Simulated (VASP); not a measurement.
Crystal: TiB4Mo.

```
Ti B Mo
1.0
     3.05249    0.00000    0.00000
    -1.52624    2.64353    0.00000
     0.00000    0.00000    6.42690
Ti B Mo
1 4 1
Direct
  0.00000 0.00000 0.50000
  0.33333 0.66667 0.74436
  0.33333 0.66667 0.25564
  0.66667 0.33333 0.74436
  0.66667 0.33333 0.25564
  0.00000 0.00000 0.00000
```

- Program: VASP 6.6.1
- Task: relaxation of cell and atoms
- Functional: LDA
- Potentials or basis: VASP PAW LDA potentials, release 64 (Ti_sv, B, Mo_sv)
- Cutoff: 600 eV
- k mesh: 15 × 15 × 6
- Occupations: gaussian, width 0.1 eV
- Spin: no spin polarisation

At the start: pressure -11.2 GPa; volume 8.64 Å³/atom.

Where does the relaxation end?

Over 10 steps the energy falls by 12.3 meV/atom and the volume is 8.30 Å³/atom (-3.9 %); space group P6/mmm (No. 191, to 0.1 Å) before and after.

Step by step:
```
step  energy change (eV)  largest force (eV/Å)  pressure (GPa)  volume (Å³)
   1              0.0000                0.0024          -11.19        51.86
   2              0.0495                0.1313           16.89        47.46
   3             -0.0720                0.0535           -0.11        49.89
   4             -0.0720                0.0545            0.10        49.85
   5             -0.0738                0.0252            0.11        49.82
   6             -0.0738                0.0174            0.11        49.81
   7             -0.0739                0.0058           -0.08        49.85
   8             -0.0739                0.0038           -0.13        49.85
   9             -0.0739                0.0053           -0.13        49.85
  10             -0.0739                0.0035           -0.01        49.83
```

Final structure:
```
CELL_PARAMETERS angstrom
3.01862 0.00000 0.00000
-1.50931 2.61421 0.00000
0.00000 0.00000 6.31425
ATOMIC_POSITIONS crystal
Ti 0.00000 0.00000 0.50000
B 0.33333 0.66667 0.74364
B 0.33333 0.66667 0.25636
B 0.66667 0.33333 0.74364
B 0.66667 0.33333 0.25636
Mo 0.00000 0.00000 0.00000
```
